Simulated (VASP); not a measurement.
Bi: single point with r2SCAN

Bi:

```
CELL_PARAMETERS angstrom
4.60709 0.00000 0.00000
-2.30354 3.98985 0.00000
0.00000 0.00000 11.82900
ATOMIC_POSITIONS crystal
Bi 0.33333 0.66667 0.25000
Bi 0.66667 0.33333 0.75000
```

This cell differs from its parent crystal: strain +0.015 along x and y, +0.000 along z.

| Item | Value |
| --- | --- |
| Program | VASP 6.6.1 |
| Task | single point |
| Functional | r2SCAN |
| Potentials or basis | VASP PAW PBE potentials, release 64 (Bi_d) |
| Cutoff | 520 eV |
| k mesh | 12 × 12 × 4 |
| Occupations | gaussian, width 0.15 eV |
| Spin | no spin polarisation |
| Dipole correction | no |
| Further INCAR settings | ALGO = Normal; EDIFF = 1e-07; NBANDS = 22 |

The pressure is -3.3 GPa and the band gap on the k mesh is zero (bands 15 and 16 overlap by 2.09 eV).

Stress tensor (GPa, compression positive):
```
-4.71  0.00  0.00
 0.00 -4.71  0.00
 0.00  0.00 -0.47
```

Levels at points of the mesh, in eV from the Fermi level:
| k point | band 12 | band 13 | band 14 | band 15 | band 16 | band 17 | band 18 | band 19 |
| --- | --- | --- | --- | --- | --- | --- | --- | --- |
| (0.00, 0.00, 0.00) | -10.66 | -0.83 | -0.32 | 1.36 | 1.36 | 1.37 | 1.37 | 3.33 |
| (0.50, 0.00, 0.00) | -10.34 | -1.38 | -1.35 | 0.04 | 0.19 | 0.68 | 0.71 | 5.09 |
| (0.00, 0.00, 0.50) | -10.67 | -0.60 | -0.60 | 1.37 | 1.37 | 1.37 | 1.37 | 4.10 |
| (0.50, 0.00, 0.50) | -10.34 | -1.37 | -1.37 | 0.12 | 0.12 | 0.69 | 0.69 | 5.01 |

Run time: 7.8 min on 1 thread of Intel(R) Xeon(R) 6975P-C (Granite Rapids), on a shared host, peak memory 0.5 GiB.

Caveat: the cell differs from its parent crystal (strain +0.015 along x and y, +0.000 along z); the cell stands under tension; the PAW data sets were made with another functional, which shifts forces and pressure a little; spin-orbit coupling is left out, which moves the levels of the heavy elements.
